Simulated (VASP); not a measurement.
# C (P-1) in VASP: single point with PBEsol+D3(BJ)

Aim: the single point of C with PBEsol+D3(BJ).

All numbers are computed with VASP 6.6.1; they aren't measurements. Logs are shortened: lines on timing, memory, paths and dates and some standing lists are left out, and cuts for length are marked.

## 1. The cell of the first run

The typed cell holds 2 atoms: a = 2.458 Å, b = 2.458 Å, c = 3.529 Å, α = 90.00°, β = 90.00°, γ = 120.00°.

## 2. Single point, PBEsol+D3(BJ) (atoms displaced along several vibrational modes)

INCAR reads:

```
SYSTEM = C
  ALGO = Normal
  EDIFF = 1E-6
  ENCUT = 520
  GGA = PS
  ISIF = 2
  ISMEAR = 0
  IVDW = 12
  LASPH = .True.
  LCHARG = .False.
  LREAL = .False.
  LWAVE = .False.
  NBANDS = 11
  NELM = 80
  PREC = Accurate
  SIGMA = 0.15
```

KPOINTS reads:

```
k-points
0
Gamma
  21 21 12
  0 0 0
```

POSCAR reads:

```
C
1.0
    2.4576582469      0.0000000000      0.0000000000
   -1.2288291235      2.1283944757      0.0000000000
    0.0000000000      0.0000000000      3.5294822413
C
2
Direct
    0.3170576774      0.6666666667     -0.0088681563
    0.6829423226      0.3333333333      0.0088681563
```

Potentials or basis: VASP PAW PBE potentials, release 64 (C).

Command:

```
> cat potpaw_PBE.64/C/POTCAR > POTCAR
> mpirun -np 1 vasp_std > vasp.out
```

OUTCAR:

```text
SYSTEM = C
   EDIFF = 1E-6
   ENCUT = 520
   GGA = PS
   ISIF = 2
   ISMEAR = 0
   IVDW = 12
   LASPH = .True.
   LREAL = .False.
   NELM = 80
   PREC = Accurate
 IVDW          = 12

 ion  position               nearest neighbor table
   1  0.317  0.667  0.991-   2 1.35   2 1.42   2 1.49
   2  0.683  0.333  0.009-   1 1.35   1 1.42   1 1.49

  LATTYP: Found a hexagonal cell.
 ALAT       =     2.4576582469
 C/A-ratio  =     1.4361159635

  Lattice vectors:

 A1 = (   2.4576582469,   0.0000000000,   0.0000000000)
 A2 = (  -1.2288291235,   2.1283944757,   0.0000000000)
 A3 = (   0.0000000000,   0.0000000000,   3.5294822413)

Analysis of symmetry for initial positions (statically):
=====================================================================
 Subroutine PRICEL returns:
 Original cell was already a primitive cell.

 Routine SETGRP: Setting up the symmetry group for a
 hexagonal supercell.

 Subroutine GETGRP returns: Found  2 space group operations
 (whereof  2 operations were pure point group operations)
 out of a pool of 24 trial point group operations.

The static configuration has the point symmetry S_2 .

Analysis of symmetry for dynamics (positions and initial velocities):
=====================================================================
 Subroutine PRICEL returns:
 Original cell was already a primitive cell.

 Routine SETGRP: Setting up the symmetry group for a
 hexagonal supercell.

 Subroutine GETGRP returns: Found  2 space group operations
 (whereof  2 operations were pure point group operations)
 out of a pool of 24 trial point group operations.

The dynamic configuration has the point symmetry S_2 .

 Subroutine INISYM returns: Found  2 space group operations
 (whereof  2 operations are pure point group operations),
 and found     1 'primitive' translations

----------------------------------------------------------------------------------------

                                     Primitive cell

  volume of cell :      18.4622

  direct lattice vectors                    reciprocal lattice vectors
     2.457658247  0.000000000  0.000000000     0.406891398  0.234918858  0.000000000
    -1.228829123  2.128394476  0.000000000     0.000000000  0.469837716  0.000000000
     0.000000000  0.000000000  3.529482241     0.000000000  0.000000000  0.283327676

  length of vectors
     2.457658247  2.457658247  3.529482241     0.469837716  0.469837716  0.283327676

  position of ions in fractional coordinates (direct lattice)
     0.317057677  0.666666667  0.991131844
     0.682942323  0.333333333  0.008868156
[... 86 lines left out ...]
   TEBEG  =    0.0;   TEEND  =   0.0 temperature during run
   PSTRESS=    0.0 pullay stress
   NELECT =       8.0000    total number of electrons
   NUPDOWN=      -1.0000    fix difference up-down
   EMIN   =  10.00;   EMAX   =-10.00  energy-range for DOS
   EFERMI =   0.00;   METHOD = LEGACY
   ISMEAR =     0;   SIGMA  =   0.15  broadening in eV -4-tet -1-fermi 0-gaus
   EFERMI_NEDOS =   21; number of points for ismear=-14 and -15
   IALGO  =     38    algorithm
   IMIX   =      4    mixing-type and parameters
     AMIX     =   0.40;   BMIX     =  1.00
     AMIX_MAG =   1.60;   BMIX_MAG =  1.00
  volume/ion in A,a.u.               =       9.23        62.29
  Fermi-wavevector in a.u.,A,eV,Ry     =   1.238825  2.341040 20.880689  1.534687
  Thomas-Fermi vector in A             =   2.373334
   LORBIT       =      0    0 simple, 1 ext, 2 COOP (PROOUT), +10 PAW based schemes
   GGA     = PS    functional components
   LHFCALC =     F    Hartree Fock is set to
   AEXX    =    0.0000 exact exchange contribution
   IVDW    =    12    specifies the selected vdW correction
   LEPSILON=     F    determine dielectric tensor
   LRPA    =     F    only Hartree local field effects (RPA)
 non-spin polarized calculation
 Gauss-broadening in eV      SIGMA  =   0.15
  energy-cutoff  :      520.00
  volume of cell :       18.46
 maximum number of plane-waves:       510
   NGX =  9   NGY =  9   NGZ = 13

 number of electron       8.0000001 magnetization

 Free energy of the ion-electron system (eV)
  ---------------------------------------------------
  ext. energy  EPLUGINS =         0.00000000
  ---------------------------------------------------
  free energy    TOTEN  =       -19.06639361 eV

  energy without entropy =      -19.06585776  energy(sigma->0) =      -19.06612568

 E-fermi :   4.1758     XC(G=0): -10.1947

 val. band max:        4.1562730958   @ k =   0.3810   0.2381   0.5000
 cond. band min:       4.1908173004   @ k =   0.3333   0.3333   0.0000
 fundamental gap:      0.0345442046
 Fermi energy:         4.1758041823

 k-point     1 :       0.0000    0.0000    0.0000
  band No.  band energies     occupation
      1     -15.4154      2.00000
      2      -2.6668      2.00000
      3       0.1144      2.00000
      4       2.5228      2.00000
      5       7.8237      0.00000
      6      11.0150      0.00000
      7      14.0823      0.00000
      8      16.0578      0.00000
      9      17.0045      0.00000
     10      26.1978      0.00000
     11      28.0515      0.00000
[... 309 lines left out ...]
 k-point    24 :       0.0000    0.3810    0.0000
  band No.  band energies     occupation
      1     -12.0345      2.00000
      2      -6.7208      2.00000
      3      -1.6704      2.00000
      4       1.0297      2.00000
      5       8.4188      0.00000
      6      11.3321      0.00000
      7      12.3020      0.00000
      8      18.3548      0.00000
      9      22.4248      0.00000
     10      23.1735      0.00000
     11      25.6604      0.00000

 [... further k-points ...]

------------------------ aborting loop because EDIFF is reached ----------------------------------------

 Edisp (eV)   -0.20934

 E8    (eV) :    -0.1017

  FORCE on cell =-STRESS in cart. coord.  units (eV):
  Direction    XX          YY          ZZ          XY          YZ          ZX
  --------------------------------------------------------------------------------------
  -------------------------------------------------------------------------------------
  Total       0.68082     0.51534    -0.08205     1.02534    -0.02711    -0.27385
  in kB      59.08206    44.72150    -7.12079    88.98014    -2.35229   -23.76501
  external pressure =       32.23 kB  Pullay stress =        0.00 kB

 VOLUME and BASIS-vectors are now :
 -----------------------------------------------------------------------------
  energy-cutoff  :      520.00
  volume of cell :       18.46
      direct lattice vectors                 reciprocal lattice vectors
     2.457658247  0.000000000  0.000000000     0.406891398  0.234918858  0.000000000
    -1.228829123  2.128394476  0.000000000     0.000000000  0.469837716  0.000000000
     0.000000000  0.000000000  3.529482241     0.000000000  0.000000000  0.283327676

 POSITION                                       TOTAL-FORCE (eV/Angst)
 -----------------------------------------------------------------------------------
     -0.04000      1.41893      3.49818         4.371755      0.432614      1.008691
      1.26883      0.70946      0.03130        -4.371755     -0.432614     -1.008691
 -----------------------------------------------------------------------------------
    total drift:                               -0.000000      0.000000      0.000000

  FREE ENERGIE OF THE ION-ELECTRON SYSTEM (eV)
  ---------------------------------------------------
  free  energy   TOTEN  =       -19.2757286588 eV

  energy  without entropy=      -19.2751928100  energy(sigma->0) =      -19.27546073
```

Run time: 4.9 min. Hardware: 1 thread of Intel Xeon Platinum 8259CL at 2.50GHz (Skylake/Cascade Lake), shared host; peak memory 0.5 GiB.

What came out:

- Free energy: -19.2757 eV
- Pressure: 3.2 GPa
- Largest force: 4.507 eV/Å
- Band gap on the k mesh: zero (bands 4 and 5 overlap by 0.46 eV)
- Dispersion energy per atom: -0.105 eV

Forces on the atoms (eV/Å):
```
C    4.372  0.433  1.009
C   -4.372 -0.433 -1.009
```

Caveat: the cell differs from its parent crystal (atoms displaced along several vibrational modes); the stress differs along the axes, from -1 to 6 GPa; the PAW data sets were made with another functional, which shifts forces and pressure a little.

The gap in the log of VASP goes by the Fermi energy; the results here count the filled bands.